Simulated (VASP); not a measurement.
Crystal: Co.

```
Co
1.0
     2.51902    0.00000    0.00000
    -1.25951    2.18153    0.00000
     0.00000    0.00000    8.24687
Co
4
Direct
  0.66667 0.33333 0.75000
  0.00000 0.00000 0.50000
  0.33333 0.66667 0.25000
  0.00000 0.00000 0.00000
```

This cell differs from its parent crystal: volume scaled by 1.06.

Base run:

```yaml
Program: VASP 6.6.1
Functional: LDA
Potentials_or_basis: VASP PAW LDA potentials, release 64 (Co)
Cutoff: 520 eV
k_mesh: 12 × 12 × 4
Occupations: fermi-dirac, width 0.05 eV
Spin: collinear spin, ferromagnetic start
Starting_moments: "[2.0, 2.0, 2.0, 2.0] μB"
```

Its results: pressure -24.9 GPa; net moment 6.49 μB per cell; site moments Co +1.64, +1.62 μB.

Task: The run is repeated on the same cell with these changes: functional from LDA to BLYP; potentials or basis from VASP PAW LDA potentials, release 64 (Co) to VASP PAW PBE potentials, release 64 (Co). What comes out?

Result: Pressure 0.9 GPa; net moment 6.62 μB per cell; site moments Co +1.68, +1.66 μB.

Caveats: the PAW data sets were made with another functional, which shifts forces and pressure a little (some runs).
